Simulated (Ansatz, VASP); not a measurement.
## Al3GaAs4 in VASP and in Ansatz

File INCAR:

```
SYSTEM = Al3GaAs4
PREC = Accurate ; ENCUT = 600
EDIFF = 1E-7 ; ISMEAR = 0
SIGMA = 0.02 ; LREAL = .False.
LASPH = .True. ; NELM = 100
ALGO = Normal ; ISIF = 3
LWAVE = .False. ; LCHARG = .False.
GGA = PE ; IBRION = 2
NSW = 100 ; EDIFFG = -0.005
```

Contents of KPOINTS:

```
Automatic mesh
0
Gamma
  6 6 6
  0 0 0
```

File POSCAR:

```
Al3GaAs4
1.0
    5.7314492762      0.0000000000      0.0000000000
    0.0000000000      5.7314492762      0.0000000000
    0.0000000000      0.0000000000      5.7314492762
Al Ga As
3 1 4
Direct
    0.5000000000      0.5000000000      0.0000000000
    0.5000000000      0.0000000000      0.5000000000
    0.0000000000      0.5000000000      0.5000000000
    0.0000000000      0.0000000000      0.0000000000
    0.7491151878      0.7491151878      0.2508848122
    0.7491151878      0.2508848122      0.7491151878
    0.2508848122      0.7491151878      0.7491151878
    0.2508848122      0.2508848122      0.2508848122
```

Input for Ansatz:

```yaml
crystal:
  lattice:
    - [5.7314492762, 0.0, 0.0]
    - [0.0, 5.7314492762, 0.0]
    - [0.0, 0.0, 5.7314492762]
  atoms:
    - { symbol: Al, position: [0.5, 0.5, 0.0] }
    - { symbol: Al, position: [0.5, 0.0, 0.5] }
    - { symbol: Al, position: [0.0, 0.5, 0.5] }
    - { symbol: Ga, position: [0.0, 0.0, 0.0] }
    - { symbol: As, position: [0.7491151878, 0.7491151878, 0.2508848122] }
    - { symbol: As, position: [0.7491151878, 0.2508848122, 0.7491151878] }
    - { symbol: As, position: [0.2508848122, 0.7491151878, 0.7491151878] }
    - { symbol: As, position: [0.2508848122, 0.2508848122, 0.2508848122] }
basis:
  ecutwfc: 420
kpoints:
  mp_grid: { grid: [6, 6, 6] }
hamiltonian:
  xc: pbe
scf:
  occupations: { method: gaussian, width: 0.02 }
output:
  forces: true
  stress: true
  eigenvalues: true
  write_density: true
  write_potential: true
  elf: true
  volumetric_format: npy
relax:
  adjacent_minimum: "off"
  f_tol: 0.005
  max_steps: 80
  cell: { stress_tol: 0.05 }
```

Alike in both runs: task relaxation of cell and atoms; functional PBE; k mesh 6 × 6 × 6; occupations gaussian, width 0.02 eV; no spin polarisation.

|  | VASP | Ansatz |
| --- | --- | --- |
| version | VASP 6.6.1 | Ansatz 0.2.0 |
| potentials or method | VASP PAW PBE potentials, release 64 (Al, Ga_d, As), cutoff 600 eV | scalar-relativistic, plane waves, PAW |
| valence electrons in the cell | 42 | 82 |

```tsv
	VASP	Ansatz	Ansatz less VASP
gap on the k mesh at the Fermi level, each at its own relaxed structure (eV)	1.02	1.03	+0.012
relaxed volume (Å³/atom)	23.61	23.55	-0.055
relaxed cell length with the largest relative difference (Å)	5.737	5.733	-0.0044
```

VASP's potentials hold 42 valence electrons a cell and Ansatz's 82, so a difference there can come from the potentials and not from the codes.
